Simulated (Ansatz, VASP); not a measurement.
**HfO2 in VASP and in Ansatz**

Contents of INCAR:

```
ALGO     = Normal         # electronic algorithm
EDIFF    = 1E-7           # SCF threshold, eV
ENCUT    = 520            # plane-wave cutoff, eV
GGA      = PS             # functional
ISIF     = 2              # what is computed and relaxed
ISMEAR   = 0              # smearing method
LASPH    = True           # aspherical terms in the spheres
LCHARG   = True           # write CHGCAR
LELF     = True           # ELF
LREAL    = False          # projectors in reciprocal space
LVHAR    = True         
LWAVE    = False          # write WAVECAR
NBANDS   = 31             # bands
NELM     = 80             # most SCF steps
PREC     = Accurate       # precision mode
SIGMA    = 0.01           # smearing width, eV
```

Contents of KPOINTS:

```
k-points
0
Gamma
  4 4 6
```

The input POSCAR:

```
HfO2
1.0
    4.8454086111      0.0000000000      0.0000000000
    0.0000000000      4.8454086111      0.0000000000
    0.0000000000      0.0000000000      3.2266485657
Hf O
2 4
Direct
    0.0000000000      0.0000000000      0.0000000000
    0.5000000000      0.5000000000      0.5000000000
    0.1949600000      0.8050400000      0.5000000000
    0.3050400000      0.3050400000      0.0000000000
    0.6949600000      0.6949600000      0.0000000000
    0.8050400000      0.1949600000      0.5000000000
```

Input for Ansatz:

```yaml
crystal:
  lattice:
    - [4.8454086111488905, 0.0, 0.0]
    - [0.0, 4.8454086111488905, 0.0]
    - [0.0, 0.0, 3.2266485656781776]
  atoms:
    - { symbol: Hf, position: [0.0, 0.0, 0.0] }
    - { symbol: Hf, position: [0.5, 0.5, 0.5] }
    - { symbol: O, position: [0.19496, 0.80504, 0.5] }
    - { symbol: O, position: [0.30504, 0.30504, 0.0] }
    - { symbol: O, position: [0.69496, 0.69496, 0.0] }
    - { symbol: O, position: [0.80504, 0.19496, 0.5] }
basis:
  ecutwfc: 500.0
kpoints:
  mp_grid:
    grid: [4, 4, 6]
hamiltonian:
  xc: pbesol
scf:
  occupations:
    method: fixed
output:
  stress: true
```

Alike in both runs: task single point; functional PBEsol; k mesh 4 × 4 × 6; no spin polarisation.

|  | VASP | Ansatz |
| --- | --- | --- |
| version | VASP 6.6.1 | Ansatz 0.2.0 |
| potentials or method | VASP PAW PBE potentials, release 64 (Hf_pv, O), cutoff 520 eV | plane waves, PAW |
| occupations | gaussian, width 0.01 eV | fixed |
| valence electrons in the cell | 44 | 76 |

|  | VASP | Ansatz | Ansatz less VASP |
| --- | --- | --- | --- |
| pressure (GPa) | -5.3 | -2.6 | +2.67 |
| traceless stress, the component that is largest in VASP (GPa) | -1.30 | -0.86 | +0.441 |

VASP's potentials were made for PBE, not for PBEsol. VASP's potentials hold 44 valence electrons a cell and Ansatz's 76, so a difference there can come from the potentials and not from the codes.

Neither program's run includes spin-orbit coupling.
